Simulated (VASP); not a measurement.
**Hf2S: relaxation of shape and atoms at fixed volume with PBEsol**

Hf2S:

```
Hf S
1.0
     3.31775    0.00000    0.00000
    -1.65887    2.87326    0.00000
     0.00000    0.00000   11.63056
Hf S
4 2
Direct
  0.66667 0.33333 0.89871
  0.33333 0.66667 0.39871
  0.66667 0.33333 0.60129
  0.33333 0.66667 0.10129
  0.00000 0.00000 0.75000
  0.00000 0.00000 0.25000
```

This cell differs from its parent crystal: volume scaled by 0.98.

* Program: VASP 6.6.1
* Task: relaxation of shape and atoms at fixed volume
* Functional: PBEsol
* Potentials or basis: VASP PAW PBE potentials, release 64 (Hf_pv, S)
* Cutoff: 600 eV
* k mesh: 12 × 12 × 4
* Occupations: fermi-dirac, width 0.15 eV
* Spin: no spin polarisation
* Dipole correction: no
* Further INCAR settings: ALGO = Normal; EDIFF = 1e-06; IBRION = 2; EDIFFG = -0.001; NSW = 80; ISIF = 4

| Quantity | Value |
| --- | --- |
| Energy gained by relaxing | 0.1 meV/atom |
| Ionic steps | 5 |
| Pressure after relaxing | 2.5 GPa |
| Band gap on the k mesh | zero (band 26 reaches 7.12 eV, above the bottom of band 27 at 6.07 eV) |

The path:
```csv
step,energy change (eV),largest force (eV/Å),pressure (GPa),volume (Å³)
1,0.0000,0.0064,2.62,110.87
2,-0.0005,0.0096,2.55,110.87
3,-0.0005,0.0100,2.54,110.87
4,-0.0005,0.0021,2.54,110.87
5,-0.0005,0.0002,2.54,110.87
```

Final structure:
```xyz
6
Lattice="3.3136 0.0000 0.0000 -1.6568 2.8697 0.0000 0.0000 0.0000 11.6597" Properties=species:S:1:pos:R:3 pbc="T T T"
Hf    1.6568    0.9566   10.4797
Hf    0.0000    1.9131    4.6499
Hf    1.6568    0.9566    7.0099
Hf    0.0000    1.9131    1.1800
S     0.0000    0.0000    8.7448
S     0.0000    0.0000    2.9149
```

Levels at points of the mesh, in eV from the Fermi level:
| k point | band 22 | band 23 | band 24 | band 25 | band 26 | band 27 | band 28 | band 29 | band 30 | band 31 |
| --- | --- | --- | --- | --- | --- | --- | --- | --- | --- | --- |
| (0.00, 0.00, 0.00) | -3.12 | -1.47 | -0.08 | -0.06 | 0.57 | 0.57 | 0.64 | 0.64 | 0.95 | 0.95 |
| (0.50, 0.00, 0.00) | -2.48 | -1.69 | -1.30 | -1.13 | -0.64 | -0.49 | 0.98 | 1.03 | 2.80 | 3.43 |
| (0.00, 0.00, 0.50) | -3.28 | -1.13 | -1.13 | 0.50 | 0.50 | 0.50 | 0.50 | 1.45 | 1.45 | 1.73 |
| (0.50, 0.00, 0.50) | -2.39 | -1.75 | -1.75 | -0.88 | -0.88 | 0.34 | 0.34 | 1.57 | 1.57 | 4.09 |

Wall time 8.4 min on 1 thread of Intel Xeon 6975P-C, on a shared host, peak memory 0.4 GiB.

Caveat: the cell differs from its parent crystal (volume scaled by 0.98); the PAW data sets were made with another functional, which shifts forces and pressure a little; spin-orbit coupling is left out, which moves the levels of the heavy elements.
